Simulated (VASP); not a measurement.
Write the native input for VASP 6.6.1 that does the following.

* Task: single point
* Functional: r2SCAN
* Potentials or basis: VASP PAW PBE potentials, release 64 (Ti_sv)
* Cutoff: 520 eV
* k mesh: 20 × 20 × 11
* Occupations: fermi-dirac, width 0.05 eV
* Spin: collinear spin
* Starting moments: [1.0, 1.0] μB
* Dipole correction: no
* Further INCAR settings: ALGO = Normal; EDIFF = 1e-06; NBANDS = 23

Ti:

```
CELL_PARAMETERS angstrom
2.85497 0.00000 0.00000
-1.42748 2.47248 0.00000
0.00000 0.00000 4.51144
ATOMIC_POSITIONS crystal
Ti 0.33333 0.66667 0.25000
Ti 0.66667 0.33333 0.75000
```

The input as run:

POSCAR

```
Ti
1.0
    2.8549694488      0.0000000000      0.0000000000
   -1.4274847244      2.4724760696      0.0000000000
    0.0000000000      0.0000000000      4.5114443071
Ti
2
Direct
    0.3333333333      0.6666666667      0.2500000000
    0.6666666667      0.3333333333      0.7500000000
```

INCAR.step1

```
SYSTEM = Ti
PREC = Accurate
ENCUT = 520
ISMEAR = -1
SIGMA = 0.05
LREAL = .FALSE.
LASPH = .TRUE.
NELM = 150
ISPIN = 2
MAGMOM = 1 1
LMAXMIX = 4
NBANDS = 23
GGA = PE
ALGO = Normal
EDIFF = 1E-4
LWAVE = .TRUE.
LCHARG = .FALSE.
```

INCAR.step2

```
SYSTEM = Ti
PREC = Accurate
ENCUT = 520
EDIFF = 1E-6
ISMEAR = -1
SIGMA = 0.05
LREAL = .FALSE.
LASPH = .TRUE.
NELM = 150
ALGO = Normal
ISIF = 2
LWAVE = .FALSE.
LCHARG = .FALSE.
ISPIN = 2
MAGMOM = 1 1
LORBIT = 11
LMAXMIX = 4
METAGGA = R2SCAN
LMIXTAU = .TRUE.
NBANDS = 23
ISTART = 1
```

KPOINTS

```
Automatic mesh
0
G
  20 20 11
  0 0 0
```

Potentials or basis: VASP PAW PBE potentials, release 64 (Ti_sv).

Launch:

```sh
$ cat potpaw_PBE.64/Ti_sv/POTCAR > POTCAR
$ cp INCAR.step1 INCAR
$ mpirun -np 1 vasp_std > vasp.out
$ cp INCAR.step2 INCAR
$ mpirun -np 1 vasp_std > vasp.out
```

Results of the run:

```yaml
Pressure: 11.7 GPa
Band_gap_on_the_k_mesh: zero (filled and empty bands overlap)
Net_moment: 0.00 μB per cell
Valence_electrons_inside_the_program's_atomic_spheres: Ti 10.33
```

Caveat: the cell stands under pressure; the PAW data sets were made with another functional, which shifts forces and pressure a little.

It took 8 min on 1 thread of Intel(R) Xeon(R) 6975P-C (Granite Rapids), with other jobs on the host, peak memory 0.37 GiB.
